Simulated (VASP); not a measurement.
# CdS (P3m1) in VASP: notebook

CdS is run at these levels: PBE, PBE-based screened hybrid with 25 % exact exchange; tasks: single point, relaxation of cell and atoms.

Everything below comes from runs of VASP 6.6.1. Logs are shortened: lines on timing, memory, paths and dates and some standing lists are left out, and cuts for length are marked.

## Step 1: The cell of the first run

The structure is trigonal, space group P3m1 (No. 156). The conventional cell has a = 4.261 Å, b = 4.261 Å, c = 5.804 Å, α = 90.00°, β = 90.00°, γ = 120.00°. Within 3.2 Å of Cd (site symmetry 3m) lie 3 S at 2.46 Å. Within 3.2 Å of S (site symmetry 3m) lie 3 Cd at 2.46 Å.

## Step 2: Single point, PBE

Contents of INCAR:

```
SYSTEM = CdS
PREC     = Accurate       ! precision mode
ENCUT    = 520            ! plane-wave cutoff, eV
EDIFF    = 1E-6           ! SCF threshold, eV
ISMEAR   = 0              ! smearing method
SIGMA    = 0.024          ! smearing width, eV
LREAL    = .FALSE.        ! projectors in reciprocal space
LASPH    = .TRUE.         ! aspherical terms in the spheres
NELM     = 100            ! most SCF steps
ALGO     = Normal         ! electronic algorithm
ISIF     = 2              ! what is computed and relaxed
LWAVE    = .FALSE.        ! write WAVECAR
LCHARG   = .FALSE.        ! write CHGCAR
GGA      = PE             ! functional
NBANDS   = 16             ! bands
```

Contents of KPOINTS:

```
Automatic mesh
0
G
  7 7 5
  0 0 0
```

Contents of POSCAR:

```
CdS
1.0
    4.2611695877      0.0000000000      0.0000000000
   -2.1305847939      3.6902811128      0.0000000000
    0.0000000000      0.0000000000      5.8041729400
Cd S
1 1
Direct
    0.0000000000      0.0000000000      0.4426919200
    0.6666666667      0.3333333333      0.4343080800
```

Potentials or basis: VASP PAW PBE potentials, release 64 (Cd, S).

The run is started by

```bash
> cat potpaw_PBE.64/Cd/POTCAR potpaw_PBE.64/S/POTCAR > POTCAR
> mpirun -np 1 vasp_std > vasp.out
```

OUTCAR:

```text
SYSTEM = CdS
   PREC = Accurate
   ENCUT = 520
   EDIFF = 1E-6
   ISMEAR = 0
   LREAL = .FALSE.
   LASPH = .TRUE.
   NELM = 100
   ISIF = 2
   GGA = PE

 ion  position               nearest neighbor table
   1  0.000  0.000  0.443-   2 2.46   2 2.46   2 2.46
   2  0.667  0.333  0.434-   1 2.46   1 2.46   1 2.46

  LATTYP: Found a hexagonal cell.
 ALAT       =     4.2611695877
 C/A-ratio  =     1.3621079426

  Lattice vectors:

 A1 = (   4.2611695877,   0.0000000000,   0.0000000000)
 A2 = (  -2.1305847939,   3.6902811128,   0.0000000000)
 A3 = (   0.0000000000,   0.0000000000,   5.8041729400)

Analysis of symmetry for initial positions (statically):
=====================================================================
 Subroutine PRICEL returns:
 Original cell was already a primitive cell.

 Routine SETGRP: Setting up the symmetry group for a
 hexagonal supercell.

 Subroutine GETGRP returns: Found  6 space group operations
 (whereof  6 operations were pure point group operations)
 out of a pool of 24 trial point group operations.

The static configuration has the point symmetry C_3v.

Analysis of symmetry for dynamics (positions and initial velocities):
=====================================================================
 Subroutine PRICEL returns:
 Original cell was already a primitive cell.

 Routine SETGRP: Setting up the symmetry group for a
 hexagonal supercell.

 Subroutine GETGRP returns: Found  6 space group operations
 (whereof  6 operations were pure point group operations)
 out of a pool of 24 trial point group operations.

The dynamic configuration has the point symmetry C_3v.

 Subroutine INISYM returns: Found  6 space group operations
 (whereof  6 operations are pure point group operations),
 and found     1 'primitive' translations

----------------------------------------------------------------------------------------

                                     Primitive cell

  volume of cell :      91.2701

  direct lattice vectors                    reciprocal lattice vectors
     4.261169588  0.000000000  0.000000000     0.234677353  0.135491033  0.000000000
    -2.130584794  3.690281113  0.000000000     0.000000000  0.270982066  0.000000000
     0.000000000  0.000000000  5.804172940     0.000000000  0.000000000  0.172289835

  length of vectors
     4.261169588  4.261169588  5.804172940     0.270982066  0.270982066  0.172289835

  position of ions in fractional coordinates (direct lattice)
     0.000000000  0.000000000  0.442691920
     0.666666667  0.333333333  0.434308080

  ion indices of the primitive-cell ions
   primitive index   ion index
                 1           1
                 2           2

----------------------------------------------------------------------------------------

 KPOINTS: Automatic mesh

Automatic generation of k-mesh.
 Grid dimensions read from file:
 generate k-points for:    7    7    5

 Generating k-lattice:

  Cartesian coordinates                     Fractional coordinates (reciprocal lattice)
     0.033525336  0.019355862  0.000000000     0.142857143 -0.000000000  0.000000000
     0.000000000  0.038711724  0.000000000     0.000000000  0.142857143  0.000000000
     0.000000000  0.000000000  0.034457967     0.000000000  0.000000000  0.200000000

  Length of vectors
     0.038711724  0.038711724  0.034457967

  Shift w.r.t. Gamma in fractional coordinates (k-lattice)
     0.000000000  0.000000000  0.000000000

 Subroutine IBZKPT returns following result:
 ===========================================

 Found     32 irreducible k-points:

 Following reciprocal coordinates:
            Coordinates               Weight
  0.000000  0.000000  0.000000      1.000000
  0.142857 -0.000000  0.000000      6.000000
  0.285714  0.000000  0.000000      6.000000
  0.428571 -0.000000  0.000000      6.000000
  0.142857  0.142857  0.000000      6.000000
  0.285714  0.142857  0.000000     12.000000
[... 16 lines left out ...]
  0.000000  0.142857  0.400000      6.000000
  0.285714  0.000000  0.400000      6.000000
 [... further k-points ...]
   k-points           NKPTS =     32   k-points in BZ     NKDIM =     32   number of bands    NBANDS=     16
   number of dos      NEDOS =    301   number of ions     NIONS =      2
   total plane-waves  NPLWV =  49152
   dimension x,y,z NGX =    32 NGY =   32 NGZ =   48
   dimension x,y,z NGXF=    64 NGYF=   64 NGZF=   96
   ions per type =               1   1
   NGX,Y,Z   is equivalent  to a cutoff of  12.48, 12.48, 13.75 a.u.
   NGXF,Y,Z  is equivalent  to a cutoff of  24.97, 24.97, 27.50 a.u.
 SYSTEM =  CdS
   PREC   = accura    normal or accurate (medium, high low for compatibility)
   ISTART =      0    job   : 0-new  1-cont  2-samecut
   ICHARG =      2    charge: 1-file 2-atom 10-const
   ISPIN  =      1    spin polarized calculation?
   LNONCOLLINEAR =      F non collinear calculations
   LSORBIT =      F    spin-orbit coupling
   LASPH  =      T    aspherical Exc in radial PAW
   ENCUT  =  520.0 eV  38.22 Ry    6.18 a.u.   7.92  7.92 10.79*2*pi/ulx,y,z
   NELM   =    100;   NELMIN=  2; NELMDL= -5     # of ELM steps
   EDIFF  = 0.1E-05   stopping-criterion for ELM
   LREAL  =      F    real-space projection
   EDIFFG = 0.1E-04   stopping-criterion for IOM
   NSW    =      0    number of steps for IOM
   IBRION =     -1    ionic relax: 0-MD 1-quasi-New 2-CG
   NFREE  =      0    steps in history (QN), initial steepest desc. (CG)
   ISIF   =      2    stress and relaxation
   ISYM   =      2    0-nonsym 1-usesym 2-fastsym
   POTIM  = 0.5000    time-step for ionic-motion
   TEBEG  =    0.0;   TEEND  =   0.0 temperature during run
   PSTRESS=    0.0 pullay stress
   NELECT =      18.0000    total number of electrons
   NUPDOWN=      -1.0000    fix difference up-down
   EMIN   =  10.00;   EMAX   =-10.00  energy-range for DOS
   EFERMI =   0.00;   METHOD = LEGACY
   ISMEAR =     0;   SIGMA  =   0.02  broadening in eV -4-tet -1-fermi 0-gaus
   EFERMI_NEDOS =   21; number of points for ismear=-14 and -15
   IALGO  =     38    algorithm
   IMIX   =      4    mixing-type and parameters
     AMIX     =   0.40;   BMIX     =  1.00
     AMIX_MAG =   1.60;   BMIX_MAG =  1.00
  volume/ion in A,a.u.               =      45.64       307.96
  Fermi-wavevector in a.u.,A,eV,Ry     =   0.952919  1.800756 12.354841  0.908055
  Thomas-Fermi vector in A             =   2.081527
   LORBIT       =      0    0 simple, 1 ext, 2 COOP (PROOUT), +10 PAW based schemes
   GGA     = PE    functional components
   LHFCALC =     F    Hartree Fock is set to
   AEXX    =    0.0000 exact exchange contribution
   IVDW    =     0    specifies the selected vdW correction
   LEPSILON=     F    determine dielectric tensor
   LRPA    =     F    only Hartree local field effects (RPA)
 non-spin polarized calculation
 Gauss-broadening in eV      SIGMA  =   0.02
  energy-cutoff  :      520.00
  volume of cell :       91.27
 maximum number of plane-waves:      2478
   NGX = 15   NGY = 15   NGZ = 21

 number of electron      18.0000002 magnetization

 Free energy of the ion-electron system (eV)
  ---------------------------------------------------
  ext. energy  EPLUGINS =         0.00000000
  ---------------------------------------------------
  free energy    TOTEN  =        -5.64886534 eV

  energy without entropy =       -5.64886534  energy(sigma->0) =       -5.64886534

 E-fermi :  -1.9702     XC(G=0):  -6.1436

 val. band max:       -2.1166756881   @ k =   0.0000   0.0000   0.4000
 cond. band min:      -0.6450869856   @ k =   0.0000   0.0000   0.0000
 fundamental gap:      1.4715887026
 Fermi energy:        -1.9701615168

 k-point     1 :       0.0000    0.0000    0.0000
  band No.  band energies     occupation
      1     -13.7261      2.00000
      2      -9.7565      2.00000
      3      -9.7565      2.00000
      4      -9.2517      2.00000
      5      -9.2517      2.00000
      6      -9.0459      2.00000
[... 8 lines left out ...]
     15       8.9016      0.00000
     16       9.5934      0.00000

 k-point     2 :       0.1429   -0.0000    0.0000
  band No.  band energies     occupation
      1     -13.6638      2.00000
      2      -9.7278      2.00000
      3      -9.7051      2.00000
      4      -9.2728      2.00000
      5      -9.2547      2.00000
      6      -9.0239      2.00000
[... 8 lines left out ...]
     15       9.3820      0.00000
     16       9.5885      0.00000

 k-point     3 :       0.2857    0.0000    0.0000
  band No.  band energies     occupation
      1     -13.5226      2.00000
      2      -9.6256      2.00000
      3      -9.5831      2.00000
      4      -9.3184      2.00000
      5      -9.2613      2.00000
      6      -8.9630      2.00000
[... 8 lines left out ...]
     15       8.4548      0.00000
     16       8.8044      0.00000

 k-point     4 :       0.4286   -0.0000    0.0000
  band No.  band energies     occupation
      1     -13.4090      2.00000
      2      -9.4974      2.00000
      3      -9.4778      2.00000
      4      -9.3532      2.00000
      5      -9.2665      2.00000
      6      -8.8805      2.00000
[... 8 lines left out ...]
     15       8.1599      0.00000
     16       8.3347      0.00000

 k-point     5 :       0.1429    0.1429    0.0000
  band No.  band energies     occupation
      1     -13.5620      2.00000
      2      -9.6792      2.00000
      3      -9.6008      2.00000
      4      -9.3039      2.00000
      5      -9.2615      2.00000
      6      -8.9799      2.00000
[... 8 lines left out ...]
     15       8.3455      0.00000
     16       9.2415      0.00000

 k-point     6 :       0.2857    0.1429    0.0000
  band No.  band energies     occupation
      1     -13.4344      2.00000
      2      -9.5830      2.00000
      3      -9.4703      2.00000
      4      -9.3397      2.00000
      5      -9.2715      2.00000
      6      -8.8809      2.00000
[... 8 lines left out ...]
     15       7.3445      0.00000
     16       8.5455      0.00000
[... 267 lines left out ...]
 k-point    21 :       0.0000    0.0000    0.4000
  band No.  band energies     occupation
      1     -13.7229      2.00000
      2      -9.7563      2.00000
      3      -9.7563      2.00000
      4      -9.2522      2.00000
      5      -9.2522      2.00000
      6      -9.0373      2.00000
[... 8 lines left out ...]
     15       8.6443      0.00000
     16       9.1645      0.00000

 k-point    22 :       0.1429   -0.0000    0.4000
  band No.  band energies     occupation
      1     -13.6608      2.00000
      2      -9.7276      2.00000
      3      -9.7049      2.00000
      4      -9.2736      2.00000
      5      -9.2552      2.00000
      6      -9.0159      2.00000
[... 8 lines left out ...]
     15       8.0784      0.00000
     16       8.8319      0.00000

 k-point    23 :       0.0000    0.1429    0.4000
  band No.  band energies     occupation
      1     -13.6608      2.00000
      2      -9.7276      2.00000
      3      -9.7049      2.00000
      4      -9.2736      2.00000
      5      -9.2552      2.00000
      6      -9.0159      2.00000
[... 8 lines left out ...]
     15       8.0406      0.00000
     16       8.8358      0.00000

 k-point    24 :       0.2857    0.0000    0.4000
  band No.  band energies     occupation
      1     -13.5200      2.00000
      2      -9.6251      2.00000
      3      -9.5830      2.00000
      4      -9.3199      2.00000
      5      -9.2619      2.00000
      6      -8.9573      2.00000
[... 8 lines left out ...]
     15       7.8493      0.00000
     16       8.3209      0.00000

 [... further k-points ...]
[... 5 lines left out ...]
  --------------------------------------------------------------------------------------
  -------------------------------------------------------------------------------------
  Total       -0.0507329     -0.0507329     -0.0029052      0.0000000      0.0000000      0.0000000
  in kB       -0.8905782     -0.8905782     -0.0509990      0.0000000      0.0000000      0.0000000
  external PRESSURE =      -0.6107185 kB  Pullay stress =       0.0000000 kB

 VOLUME and BASIS-vectors are now :
 -----------------------------------------------------------------------------
  energy-cutoff  :      520.00
  volume of cell :       91.27
      direct lattice vectors                 reciprocal lattice vectors
     4.261169588  0.000000000  0.000000000     0.234677353  0.135491033  0.000000000
    -2.130584794  3.690281113  0.000000000     0.000000000  0.270982066  0.000000000
     0.000000000  0.000000000  5.804172940     0.000000000  0.000000000  0.172289835

 POSITION                                       TOTAL-FORCE (eV/Angst)
 -----------------------------------------------------------------------------------
      0.00000      0.00000      2.56946         0.000000      0.000000     -0.002428
      2.13058      1.23009      2.52080        -0.000000      0.000000      0.002428
 -----------------------------------------------------------------------------------
    total drift:                                0.000001     -0.000000      0.000032

  FREE ENERGIE OF THE ION-ELECTRON SYSTEM (eV)
  ---------------------------------------------------
  free  energy   TOTEN  =        -5.6488653448 eV

  energy  without entropy=       -5.6488653448  energy(sigma->0) =       -5.64886534
```

Run time: 56 s. Hardware: 1 thread of Intel Xeon 8259CL, shared host; peak memory 0.23 GiB.

What came out:

| Item | Value |
| --- | --- |
| Free energy | -5.6489 eV |
| Pressure | -0.1 GPa |
| Band gap on the k mesh | 1.47 eV |

Forces in eV/Å, atoms in the order of the input:
```
Cd   0.000  0.000 -0.002
S    0.000  0.000  0.002
```

Stress tensor (GPa, compression positive):
```
-0.09  0.00  0.00
 0.00 -0.09  0.00
 0.00  0.00 -0.01
```

Caveat: an odd mesh through Γ misses points on the zone boundary, where band edges can lie.

## Step 3: Single point, PBE

Contents of INCAR:

```
PREC = Accurate
ENCUT = 520
EDIFF = 1E-7
ISMEAR = 0
SIGMA = 0.025
LREAL = False
LASPH = True
NELM = 60
ALGO = Normal
ISIF = 2
LWAVE = False
LCHARG = False
GGA = PE
NBANDS = 16
```

Contents of KPOINTS:

```
regular mesh
0
Gamma
  7 7 5
```

POSCAR is that of step 2.

Potentials or basis: VASP PAW PBE potentials, release 64 (Cd, S).

The run is started by

```bash
> cat potpaw_PBE.64/Cd/POTCAR potpaw_PBE.64/S/POTCAR > POTCAR
> mpirun -np 1 vasp_std > vasp.out
```

Run time: 60 s. Hardware: 1 thread of Intel Xeon 8259CL, shared host; peak memory 0.23 GiB.

Results (log left out):

| Item | Value |
| --- | --- |
| Free energy | -5.6489 eV |
| Pressure | -0.1 GPa |
| Band gap on the k mesh | 1.47 eV |

Forces in eV/Å, atoms in the order of the input:
```
Cd   0.000  0.000 -0.002
S    0.000  0.000  0.002
```

Stress tensor (GPa, compression positive):
```
-0.09  0.00  0.00
 0.00 -0.09  0.00
 0.00  0.00 -0.01
```

Levels at points of the mesh, in eV from the valence-band top:
```csv
k point,band 6,band 7,band 8,band 9,band 10,band 11,band 12,band 13
"(0.00, 0.00, 0.00)",-6.93,-1.05,0.00,0.00,1.47,5.58,6.93,6.93
```

Caveat: an odd mesh through Γ misses points on the zone boundary, where band edges can lie.

## Step 4: Relaxation of cell and atoms, PBE-based screened hybrid with 25 % exact exchange

POSCAR is that of step 3.

Contents of INCAR.step1:

```
SYSTEM = CdS
PREC     = Accurate       ! precision mode
ENCUT    = 600            ! plane-wave cutoff, eV
EDIFF    = 1E-5           ! SCF threshold, eV
ISMEAR   = -1             ! smearing method
SIGMA    = 0.05           ! smearing width, eV
LREAL    = .False.        ! projectors in reciprocal space
LASPH    = .True.         ! aspherical terms in the spheres
NELM     = 80             ! most SCF steps
ALGO     = Normal         ! electronic algorithm
LWAVE    = .True.         ! write WAVECAR
LCHARG   = .False.        ! write CHGCAR
GGA      = PE             ! functional
NBANDS   = 16             ! bands
```

Contents of INCAR.step2:

```
SYSTEM = CdS
PREC     = Accurate       ! precision mode
ENCUT    = 600            ! plane-wave cutoff, eV
EDIFF    = 1E-6           ! SCF threshold, eV
ISMEAR   = -1             ! smearing method
SIGMA    = 0.05           ! smearing width, eV
LREAL    = .False.        ! projectors in reciprocal space
LASPH    = .True.         ! aspherical terms in the spheres
NELM     = 80             ! most SCF steps
ALGO     = Normal         ! electronic algorithm
ISIF     = 3              ! what is computed and relaxed
LWAVE    = .False.        ! write WAVECAR
LCHARG   = .False.        ! write CHGCAR
GGA      = PE             ! functional
LHFCALC  = .True.         ! exact exchange
AEXX     = 0.25           ! exact-exchange fraction
HFSCREEN = 0.3            ! screening, 1/A
PRECFOCK = Normal       
IBRION   = 2              ! ionic algorithm
NSW      = 60             ! ionic steps
EDIFFG   = -0.01          ! ionic threshold
ISTART   = 1
```

Contents of KPOINTS:

```
regular mesh
0
Gamma
  4 4 3
  0 0 0
```

The run is started by

```bash
> cat potpaw_PBE.64/Cd/POTCAR potpaw_PBE.64/S/POTCAR > POTCAR
> cp INCAR.step1 INCAR
> mpirun -np 1 vasp_std > vasp.out
> cp INCAR.step2 INCAR
> mpirun -np 1 vasp_std > vasp.out
```

Wall time 25 min (1 thread of AMD EPYC 7R13 (Zen 3), shared host); peak memory 0.34 GiB.

The run converged. Its results:

- Free energy: -6.8477 eV
- Relaxed cell: a = 4.237 Å, b = 4.237 Å, c = 5.804 Å, α = 90.00°, β = 90.00°, γ = 120.00°
- Space group after relaxing (to 0.1 Å): P-6m2 (No. 187)
- Energy gained by relaxing: 1.2 meV/atom
- Ionic steps: 3
- Pressure after relaxing: 0.0 GPa
- Largest force after relaxing: 0.009 eV/Å
- Band gap on the k mesh: 2.32 eV

Forces on the atoms (eV/Å):
```
Cd   0.000  0.000 -0.009
S    0.000  0.000  0.009
```

The path:
```
step  energy change (eV)  largest force (eV/Å)  pressure (GPa)  volume (Å³)
   1              0.0000                0.0136           -0.51        91.27
   2             -0.0006                0.0046            0.47        89.35
   3             -0.0025                0.0088           -0.01        90.24
```

Final structure:
```xyz
2
Lattice="4.2371 0.0000 0.0000 -2.1185 3.6694 0.0000 0.0000 0.0000 5.8043" Properties=species:S:1:pos:R:3 pbc="T T T"
Cd    0.0000    0.0000    2.5692
S     2.1185    1.2231    2.5212
```

Levels at points of the mesh, in eV from the valence-band top:
| k point | band 5 | band 6 | band 7 | band 8 | band 9 | band 10 | band 11 | band 12 | band 13 |
| --- | --- | --- | --- | --- | --- | --- | --- | --- | --- |
| (0.00, 0.00, 0.00) | -8.28 | -8.02 | -1.25 | 0.00 | 0.00 | 2.32 | 6.19 | 7.86 | 7.86 |
| (0.50, 0.00, 0.00) | -8.29 | -7.78 | -3.82 | -1.40 | -0.30 | 4.58 | 5.90 | 7.49 | 8.04 |

Caveat: the k points lie up to 0.43 Å⁻¹ apart in the final cell; the PAW data sets were made with another functional, which shifts forces and pressure a little; an odd mesh through Γ misses points on the zone boundary, where band edges can lie.

## Step 5: Overview

```csv
task,level,cell,k mesh,cutoff (eV),smearing,grid for exact exchange (PRECFOCK),share of exact exchange,screening parameter,gap on the mesh (eV),pressure (GPa)
single point,PBE,as given,7 × 7 × 5,520,gaussian 0.024 eV,-,-,-,1.47,-0.1
single point,PBE,as given,7 × 7 × 5,520,gaussian 0.025 eV,-,-,-,1.47,-0.1
relaxation of cell and atoms,PBE-based screened hybrid with 25 % exact exchange,relaxed,4 × 4 × 3,600,fermi-dirac 0.05 eV,Normal,0.25,0.3 1/Å,2.32,0.0
```

Alike in all rows: potentials or basis VASP PAW PBE potentials, release 64 (Cd, S); no spin polarisation.

Caveats: some runs use coarse meshes; an odd mesh through Γ misses points on the zone boundary, where band edges can lie; the PAW data sets were made with another functional, which shifts forces and pressure a little (at least some runs).

Absolute energies hang on the potentials; compare differences alone.
